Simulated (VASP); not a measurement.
# MoS (P6_3/mmc) in VASP: further runs

MoS is run at these levels: r2SCAN+U; tasks: single point.

All numbers are computed with VASP 6.6.1; they aren't measurements. Logs are shortened: lines on timing, memory, paths and dates and some standing lists are left out, and cuts for length are marked.

## 1. The cell of the first run

The structure is hexagonal, space group P6_3/mmc (No. 194). The conventional cell has a = 3.812 Å, b = 3.812 Å, c = 6.643 Å, α = 90.00°, β = 90.00°, γ = 120.00°. Mo (site symmetry -3m) has 6 S at 2.76 Å and 2 Mo at 3.32 Å within 3.6 Å. S (site symmetry -6m2) has 6 Mo at 2.76 Å within 3.6 Å.

## 2. Single point, r2SCAN+U, collinear spin

File POSCAR:

```
MoS
1.0
    3.8118696859      0.0000000000      0.0000000000
   -1.9059348429      3.3011759839      0.0000000000
    0.0000000000      0.0000000000      6.6429060378
Mo S
2 2
Direct
    0.0000000000      0.0000000000      0.0000000000
    0.0000000000      0.0000000000      0.5000000000
    0.3333333333      0.6666666667      0.2500000000
    0.6666666667      0.3333333333      0.7500000000
```

File INCAR.step1:

```
SYSTEM = MoS
PREC = Accurate
ENCUT = 520
ISMEAR = 0
SIGMA = 0.1
LREAL = .False.
LASPH = .True.
NELM = 150
ISPIN = 2
MAGMOM = 2 2 0 0
LMAXMIX = 4
LDAU = .True.
LDAUTYPE = 2
LDAUL = 2 -1
LDAUU = 4.38 0
LDAUJ = 0 0
NBANDS = 32
GGA = PE
ALGO = Normal
EDIFF = 1E-4
LWAVE = .True.
LCHARG = .False.
```

File INCAR.step2:

```
SYSTEM = MoS
PREC = Accurate
ENCUT = 520
EDIFF = 1E-7
ISMEAR = 0
SIGMA = 0.1
LREAL = .False.
LASPH = .True.
NELM = 150
ALGO = Normal
ISIF = 2
LWAVE = .False.
LCHARG = .False.
ISPIN = 2
MAGMOM = 2 2 0 0
LORBIT = 11
LMAXMIX = 4
LDAU = .True.
LDAUTYPE = 2
LDAUL = 2 -1
LDAUU = 4.38 0
LDAUJ = 0 0
LDAUPRINT = 1
METAGGA = R2SCAN
LMIXTAU = .True.
NBANDS = 32
ISTART = 1
```

File KPOINTS:

```
Automatic mesh
0
Gamma
  12 12 6
  0 0 0
```

Potentials or basis: VASP PAW PBE potentials, release 64 (Mo_sv, S).

The run is started by

```
$ cat potpaw_PBE.64/Mo_sv/POTCAR potpaw_PBE.64/S/POTCAR > POTCAR
$ cp INCAR.step1 INCAR
$ mpirun -np 1 vasp_std > vasp.out
$ cp INCAR.step2 INCAR
$ mpirun -np 1 vasp_std > vasp.out
```

OUTCAR:

```text
SYSTEM = MoS
   PREC = Accurate
   ENCUT = 520
   EDIFF = 1E-7
   ISMEAR = 0
   LREAL = .False.
   LASPH = .True.
   NELM = 150
   ISIF = 2
   ISPIN = 2
   LORBIT = 11
   METAGGA = R2SCAN
   ISTART = 1

 ion  position               nearest neighbor table
   1  0.000  0.000  0.000-   3 2.76   4 2.76   3 2.76   4 2.76   4 2.76   3 2.76   2 3.32   2 3.32

   2  0.000  0.000  0.500-   3 2.76   4 2.76   3 2.76   4 2.76   4 2.76   3 2.76   1 3.32   1 3.32

   3  0.333  0.667  0.250-   1 2.76   2 2.76   1 2.76   2 2.76   1 2.76   2 2.76
   4  0.667  0.333  0.750-   1 2.76   2 2.76   1 2.76   2 2.76   1 2.76   2 2.76

  LATTYP: Found a hexagonal cell.
 ALAT       =     3.8118696859
 C/A-ratio  =     1.7426896996

  Lattice vectors:

 A1 = (   3.8118696859,   0.0000000000,   0.0000000000)
 A2 = (  -1.9059348429,   3.3011759839,   0.0000000000)
 A3 = (   0.0000000000,   0.0000000000,   6.6429060378)

Analysis of symmetry for initial positions (statically):
=====================================================================
 Subroutine PRICEL returns:
 Original cell was already a primitive cell.

 Routine SETGRP: Setting up the symmetry group for a
 hexagonal supercell.

 Subroutine GETGRP returns: Found 24 space group operations
 (whereof 12 operations were pure point group operations)
 out of a pool of 24 trial point group operations.

The static configuration has the point symmetry D_3d.
 The point group associated with its full space group is D_6h.

Analysis of symmetry for dynamics (positions and initial velocities):
=====================================================================
 Subroutine PRICEL returns:
 Original cell was already a primitive cell.

 Routine SETGRP: Setting up the symmetry group for a
 hexagonal supercell.

 Subroutine GETGRP returns: Found 24 space group operations
 (whereof 12 operations were pure point group operations)
 out of a pool of 24 trial point group operations.

The dynamic configuration has the point symmetry D_3d.
 The point group associated with its full space group is D_6h.

Analysis of structural, dynamic, and magnetic symmetry:
=====================================================================
 Subroutine PRICEL returns:
 Original cell was already a primitive cell.

 Routine SETGRP: Setting up the symmetry group for a
 hexagonal supercell.

 Subroutine GETGRP returns: Found 24 space group operations
 (whereof 12 operations were pure point group operations)
 out of a pool of 24 trial point group operations.

The overall configuration has the point symmetry D_3d.
 The point group associated with its full space group is D_6h.

 Subroutine INISYM returns: Found 24 space group operations
 (whereof 12 operations are pure point group operations),
 and found     1 'primitive' translations

----------------------------------------------------------------------------------------

                                     Primitive cell

  volume of cell :      83.5920

  direct lattice vectors                    reciprocal lattice vectors
     3.811869686  0.000000000  0.000000000     0.262338454  0.151461177  0.000000000
    -1.905934843  3.301175984  0.000000000     0.000000000  0.302922354  0.000000000
     0.000000000  0.000000000  6.642906038     0.000000000  0.000000000  0.150536526

[... 147 lines left out ...]
 -0.0000 -0.0278 -0.0000 -0.0000  0.0304

 occupancies and eigenvectors

  o =  0.0121  v =  0.0000  0.0000  0.0000  0.0000  0.0000  0.5606 -0.4072  0.0000  0.3681 -0.6201      0.0000  0.0000  0.0000  0.0000  0.0000  0.0000  0.0000  0.0000  0.0000  0.0000
  o =  0.0121  v =  0.0000  0.0000  0.0000  0.0000  0.0000  0.6201  0.3681  0.0000  0.4072  0.5606      0.0000  0.0000  0.0000  0.0000  0.0000  0.0000  0.0000  0.0000  0.0000  0.0000
  o =  0.0157  v =  0.0000  0.0000  0.0000  0.0000  0.0000  0.0000  0.0000 -1.0000  0.0000  0.0000      0.0000  0.0000  0.0000  0.0000  0.0000  0.0000  0.0000  0.0000  0.0000  0.0000
  o =  0.0728  v =  0.0000  0.0000  0.0000  0.0000  0.0000  0.3674  0.6210 -0.0000 -0.5596 -0.4078      0.0000  0.0000  0.0000  0.0000  0.0000  0.0000  0.0000  0.0000  0.0000  0.0000
  o =  0.0728  v =  0.0000  0.0000  0.0000  0.0000  0.0000 -0.4078  0.5596  0.0000  0.6210 -0.3674      0.0000  0.0000  0.0000  0.0000  0.0000  0.0000  0.0000  0.0000  0.0000  0.0000
  o =  0.6033  v = -0.3529 -0.6313 -0.0000  0.5689  0.3915  0.0000  0.0000  0.0000  0.0000  0.0000      0.0000  0.0000  0.0000  0.0000  0.0000  0.0000  0.0000  0.0000  0.0000  0.0000
  o =  0.6033  v =  0.3915 -0.5689  0.0000 -0.6313  0.3529  0.0000  0.0000  0.0000  0.0000  0.0000      0.0000  0.0000  0.0000  0.0000  0.0000  0.0000  0.0000  0.0000  0.0000  0.0000
  o =  0.8506  v = -0.5689  0.3916 -0.0000 -0.3528  0.6313  0.0000  0.0000  0.0000  0.0000  0.0000      0.0000  0.0000  0.0000  0.0000  0.0000  0.0000  0.0000  0.0000  0.0000  0.0000
  o =  0.8506  v =  0.6313  0.3528  0.0000  0.3916  0.5689  0.0000  0.0000  0.0000  0.0000  0.0000      0.0000  0.0000  0.0000  0.0000  0.0000  0.0000  0.0000  0.0000  0.0000  0.0000
  o =  0.8619  v = -0.0000 -0.0000  1.0000 -0.0000 -0.0000  0.0000  0.0000  0.0000  0.0000  0.0000      0.0000  0.0000  0.0000  0.0000  0.0000  0.0000  0.0000  0.0000  0.0000  0.0000

atom =   2  type =  1  l = 2

 onsite density matrix

spin component  1

  0.7819  0.0000 -0.0000 -0.1108  0.0000
  0.0000  0.6720  0.0000  0.0000 -0.1108
 -0.0000  0.0000  0.8619  0.0000 -0.0000
 -0.1108  0.0000  0.0000  0.6720 -0.0000
  0.0000 -0.1108 -0.0000 -0.0000  0.7819

spin component  2

  0.0304 -0.0000 -0.0000  0.0278 -0.0000
 -0.0000  0.0545 -0.0000  0.0000  0.0278
 -0.0000 -0.0000  0.0157 -0.0000 -0.0000
  0.0278  0.0000 -0.0000  0.0545  0.0000
 -0.0000  0.0278 -0.0000  0.0000  0.0304

 occupancies and eigenvectors

  o =  0.0121  v =  0.0000  0.0000  0.0000  0.0000  0.0000  0.5599  0.4076  0.0000 -0.3676 -0.6207      0.0000  0.0000  0.0000  0.0000  0.0000  0.0000  0.0000  0.0000  0.0000  0.0000
  o =  0.0121  v =  0.0000  0.0000  0.0000  0.0000  0.0000  0.6207 -0.3676  0.0000 -0.4076  0.5599      0.0000  0.0000  0.0000  0.0000  0.0000  0.0000  0.0000  0.0000  0.0000  0.0000
  o =  0.0157  v =  0.0000  0.0000  0.0000  0.0000  0.0000  0.0000 -0.0000 -1.0000 -0.0000  0.0000      0.0000  0.0000  0.0000  0.0000  0.0000  0.0000  0.0000  0.0000  0.0000  0.0000
  o =  0.0728  v =  0.0000  0.0000  0.0000  0.0000  0.0000  0.3673 -0.6212 -0.0000  0.5593 -0.4079      0.0000  0.0000  0.0000  0.0000  0.0000  0.0000  0.0000  0.0000  0.0000  0.0000
  o =  0.0728  v =  0.0000  0.0000  0.0000  0.0000  0.0000 -0.4079 -0.5593  0.0000 -0.6212 -0.3673      0.0000  0.0000  0.0000  0.0000  0.0000  0.0000  0.0000  0.0000  0.0000  0.0000
  o =  0.6033  v = -0.3529  0.6313 -0.0000 -0.5689  0.3915  0.0000  0.0000  0.0000  0.0000  0.0000      0.0000  0.0000  0.0000  0.0000  0.0000  0.0000  0.0000  0.0000  0.0000  0.0000
  o =  0.6033  v =  0.3915  0.5689  0.0000  0.6313  0.3529  0.0000  0.0000  0.0000  0.0000  0.0000      0.0000  0.0000  0.0000  0.0000  0.0000  0.0000  0.0000  0.0000  0.0000  0.0000
  o =  0.8506  v = -0.5690 -0.3915 -0.0000  0.3529  0.6313  0.0000  0.0000  0.0000  0.0000  0.0000      0.0000  0.0000  0.0000  0.0000  0.0000  0.0000  0.0000  0.0000  0.0000  0.0000
  o =  0.8506  v =  0.6313 -0.3529  0.0000 -0.3915  0.5690  0.0000  0.0000  0.0000  0.0000  0.0000      0.0000  0.0000  0.0000  0.0000  0.0000  0.0000  0.0000  0.0000  0.0000  0.0000
  o =  0.8619  v = -0.0000  0.0000  1.0000  0.0000 -0.0000  0.0000  0.0000  0.0000  0.0000  0.0000      0.0000  0.0000  0.0000  0.0000  0.0000  0.0000  0.0000  0.0000  0.0000  0.0000

 number of electron      40.0000010 magnetization       8.0000038

 Free energy of the ion-electron system (eV)
  ---------------------------------------------------
  ext. energy  EPLUGINS =         0.00000000
  ---------------------------------------------------
  free energy    TOTEN  =       -61.84811711 eV

  energy without entropy =      -61.84281153  energy(sigma->0) =      -61.84546432

 E-fermi :   7.7390     XC(G=0): -10.9973

 val. band max:        7.7319954245   @ k =   0.3333   0.2500   0.0000
 cond. band min:       7.7439227877   @ k =   0.2500   0.0833   0.3333
 fundamental gap:      0.0119273632
 Fermi energy:         7.7390059604

 spin component 1

 k-point     1 :       0.0000    0.0000    0.0000
  band No.  band energies     occupation
      1     -56.6409      1.00000
      2     -56.6298      1.00000
      3     -30.3396      1.00000
      4     -30.2092      1.00000
      5     -30.2092      1.00000
      6     -30.1941      1.00000
[... 1673 lines left out ...]
     31      16.1569      0.00000
     32      16.3350      0.00000

 [... further k-points ...]

------------------------ aborting loop because EDIFF is reached ----------------------------------------

  FORCE on cell =-STRESS in cart. coord.  units (eV):
  Direction    XX          YY          ZZ          XY          YZ          ZX
  --------------------------------------------------------------------------------------
  -------------------------------------------------------------------------------------
  Total       -0.6616517     -0.6616517     -0.5866163     -0.0000000      0.0000000      0.0000000
  in kB      -12.6816332    -12.6816332    -11.2434574     -0.0000000      0.0000000      0.0000000
  external PRESSURE =     -12.2022413 kB  Pullay stress =       0.0000000 kB

 VOLUME and BASIS-vectors are now :
 -----------------------------------------------------------------------------
  energy-cutoff  :      520.00
  volume of cell :       83.59
      direct lattice vectors                 reciprocal lattice vectors
     3.811869686  0.000000000  0.000000000     0.262338454  0.151461177  0.000000000
    -1.905934843  3.301175984  0.000000000     0.000000000  0.302922354  0.000000000
     0.000000000  0.000000000  6.642906038     0.000000000  0.000000000  0.150536526

 POSITION                                       TOTAL-FORCE (eV/Angst)
 -----------------------------------------------------------------------------------
      0.00000      0.00000      0.00000         0.000000      0.000000      0.000000
      0.00000      0.00000      3.32145         0.000000      0.000000      0.000000
     -0.00000      2.20078      1.66073        -0.000000     -0.000000      0.000000
      1.90593      1.10039      4.98218         0.000000      0.000000     -0.000000
 -----------------------------------------------------------------------------------
    total drift:                               -0.000000      0.000000      0.000000

  FREE ENERGIE OF THE ION-ELECTRON SYSTEM (eV)
  ---------------------------------------------------
  free  energy   TOTEN  =       -61.8481171068 eV

  energy  without entropy=      -61.8428115308  energy(sigma->0) =      -61.84546432

 total charge

# of ion       s       p       d       tot
------------------------------------------
    1        2.167   6.058   3.920  12.145
    2        2.167   6.058   3.920  12.145
    3        1.326   2.395   0.000   3.721
    4        1.326   2.395   0.000   3.721
--------------------------------------------------
tot          6.987  16.906   7.840  31.733

 magnetization (x)

# of ion       s       p       d       tot
------------------------------------------
    1        0.057   0.031   3.558   3.646
    2        0.057   0.031   3.558   3.646
    3        0.023  -0.134   0.000  -0.111
    4        0.023  -0.134   0.000  -0.111
--------------------------------------------------
tot          0.159  -0.206   7.116   7.069
```

Wall time 23 min (1 thread of Oxide Virtual Turin-like, shared host); peak memory 0.4 GiB.

Results:

```
Free energy                                           : -61.8481 eV
Pressure                                              : -1.2 GPa
Band gap on the k mesh                                : zero (filled and empty bands overlap)
Net moment                                            : 8.00 μB per cell
Site moments                                          : Mo +3.65; S -0.11 μB
Valence electrons inside the program's atomic spheres : Mo 12.14; S 3.72
```

Eigenvalues of the final occupation matrices:
```tsv
site	spin	trace	eigenvalues
site 1 d	1	3.77	0.60 0.60 0.85 0.85 0.86
site 1 d	2	0.19	0.01 0.01 0.02 0.07 0.07
site 2 d	1	3.77	0.60 0.60 0.85 0.85 0.86
site 2 d	2	0.19	0.01 0.01 0.02 0.07 0.07
```

Caveat: the PAW data sets were made with another functional, which shifts forces and pressure a little.

## 3. Single point, r2SCAN+U, collinear spin

POSCAR is that of step 2.

File INCAR.step1:

```
SYSTEM = MoS
PREC     = Accurate       ! precision mode
ENCUT    = 520            ! plane-wave cutoff, eV
ISMEAR   = 0              ! smearing method
SIGMA    = 0.1            ! smearing width, eV
LREAL    = .False.        ! projectors in reciprocal space
LASPH    = .True.         ! aspherical terms in the spheres
NELM     = 150            ! most SCF steps
ISPIN    = 2              ! spin polarisation
MAGMOM   = 2 -2 0 0       ! initial moments
LMAXMIX  = 4              ! l up to which the mixer works
LDAU     = .True.         ! DFT+U
LDAUTYPE = 2            
LDAUL    = 2 -1           ! shell
LDAUU    = 4.38 0         ! U, eV
LDAUJ    = 0 0          
NBANDS   = 32             ! bands
GGA      = PE             ! functional
ALGO     = Normal         ! electronic algorithm
EDIFF    = 1E-4           ! SCF threshold, eV
LWAVE    = .True.         ! write WAVECAR
LCHARG   = .False.        ! write CHGCAR
```

File INCAR.step2:

```
SYSTEM = MoS
PREC     = Accurate       ! precision mode
ENCUT    = 520            ! plane-wave cutoff, eV
EDIFF    = 1E-6           ! SCF threshold, eV
ISMEAR   = 0              ! smearing method
SIGMA    = 0.1            ! smearing width, eV
LREAL    = .False.        ! projectors in reciprocal space
LASPH    = .True.         ! aspherical terms in the spheres
NELM     = 150            ! most SCF steps
ALGO     = Normal         ! electronic algorithm
ISIF     = 2              ! what is computed and relaxed
LWAVE    = .False.        ! write WAVECAR
LCHARG   = .False.        ! write CHGCAR
ISPIN    = 2              ! spin polarisation
MAGMOM   = 2 -2 0 0       ! initial moments
LORBIT   = 11             ! projections on sites
LMAXMIX  = 4              ! l up to which the mixer works
LDAU     = .True.         ! DFT+U
LDAUTYPE = 2            
LDAUL    = 2 -1           ! shell
LDAUU    = 4.38 0         ! U, eV
LDAUJ    = 0 0          
LDAUPRINT= 1            
METAGGA  = R2SCAN         ! meta-GGA
LMIXTAU  = .True.       
NBANDS   = 32             ! bands
ISTART   = 1
```

KPOINTS is that of step 2.

Potentials or basis: VASP PAW PBE potentials, release 64 (Mo_sv, S).

The run is started by

```
$ cat potpaw_PBE.64/Mo_sv/POTCAR potpaw_PBE.64/S/POTCAR > POTCAR
$ cp INCAR.step1 INCAR
$ mpirun -np 1 vasp_std > vasp.out
$ cp INCAR.step2 INCAR
$ mpirun -np 1 vasp_std > vasp.out
```

It took 22 min on 1 thread of Oxide Virtual Turin-like, shared host; peak memory 0.4 GiB.

The run converged. Its results:

```
Free energy                                           : -61.4721 eV
Pressure                                              : -6.4 GPa
Band gap on the k mesh                                : zero (filled and empty bands overlap)
Net moment                                            : 0.00 μB per cell
Site moments                                          : Mo +3.37, -3.37; S +0.00 μB
Valence electrons inside the program's atomic spheres : Mo 12.08; S 3.71
```

Stress tensor (GPa, compression positive):
```
-5.37  0.00  0.00
 0.00 -5.37  0.00
 0.00  0.00 -8.47
```

Levels at points of the mesh, in eV from the Fermi level:
Spin up:
| k point | band 17 | band 18 | band 19 | band 20 | band 21 | band 22 | band 23 | band 24 |
| --- | --- | --- | --- | --- | --- | --- | --- | --- |
| (0.00, 0.00, 0.00) | -3.11 | -2.67 | -2.67 | -0.61 | -0.61 | 1.64 | 2.94 | 2.94 |
| (0.50, 0.00, 0.00) | -3.66 | -2.72 | -2.41 | -0.04 | 0.10 | 1.57 | 3.61 | 4.04 |
| (0.00, 0.00, 0.50) | -3.38 | -3.38 | -3.07 | 0.37 | 0.37 | 1.73 | 2.53 | 2.53 |
| (0.50, 0.00, 0.50) | -3.88 | -2.71 | -2.34 | 0.26 | 0.98 | 1.05 | 2.63 | 2.98 |
Spin down:
```
           k point  band 17  band 18  band 19  band 20  band 21  band 22  band 23  band 24
(0.00, 0.00, 0.00)    -3.11    -2.67    -2.67    -0.61    -0.61     1.64     2.94     2.94
(0.50, 0.00, 0.00)    -3.66    -2.72    -2.41    -0.04     0.10     1.57     3.61     4.04
(0.00, 0.00, 0.50)    -3.38    -3.38    -3.07     0.37     0.37     1.73     2.53     2.53
(0.50, 0.00, 0.50)    -3.88    -2.71    -2.34     0.26     0.98     1.05     2.63     2.98
```

Eigenvalues of the final occupation matrices:
| site | spin | trace | eigenvalues |
| --- | --- | --- | --- |
| site 1 d | 1 | 3.61 | 0.53 0.53 0.84 0.86 0.86 |
| site 1 d | 2 | 0.28 | 0.03 0.03 0.03 0.10 0.10 |
| site 2 d | 1 | 0.28 | 0.03 0.03 0.03 0.10 0.10 |
| site 2 d | 2 | 3.61 | 0.53 0.53 0.84 0.86 0.86 |

Caveat: the cell stands under tension; the PAW data sets were made with another functional, which shifts forces and pressure a little.
